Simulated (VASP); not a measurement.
Input of a VASP 6.6.1 run:

The input INCAR:

```
ALGO     = Normal         # electronic algorithm
EDIFF    = 1E-6           # SCF threshold, eV
ENCUT    = 520            # plane-wave cutoff, eV
GGA      = PE             # functional
ISIF     = 2              # what is computed and relaxed
ISMEAR   = -1             # smearing method
ISPIN    = 2              # spin polarisation
LASPH    = True           # aspherical terms in the spheres
LCHARG   = True           # write CHGCAR
LELF     = True           # ELF
LMAXMIX  = 4              # l up to which the mixer works
LORBIT   = 11             # projections on sites
LREAL    = False          # projectors in reciprocal space
LVHAR    = True         
LWAVE    = False          # write WAVECAR
MAGMOM   = 1 0            # initial moments
NBANDS   = 19             # bands
NELM     = 150            # most SCF steps
PREC     = Accurate       # precision mode
SIGMA    = 0.05           # smearing width, eV
```

File KPOINTS:

```
k-points
0
Gamma
  11 11 11
```

The input POSCAR:

```
NiO
1.0
    0.0000000000      2.0621708800      2.0621708800
    2.0621708800      0.0000000000      2.0621708800
    2.0621708800      2.0621708800      0.0000000000
Ni O
1 1
Direct
    0.0000000000      0.0000000000      0.0000000000
    0.7500000000      0.7500000000      0.7500000000
```

Potentials or basis: VASP PAW PBE potentials, release 64 (Ni, O).

The run is started by

```sh
$ cat potpaw_PBE.64/Ni/POTCAR potpaw_PBE.64/O/POTCAR > POTCAR
$ mpirun -np 1 vasp_std > vasp.out
```

Estimate the site moments.

Ni +0.80; O +0.18 μB.

Predict the net moment.

1.01 μB per cell.

Caveat: a cell with one magnetic atom can't hold antiferromagnetic order, which such compounds often take.
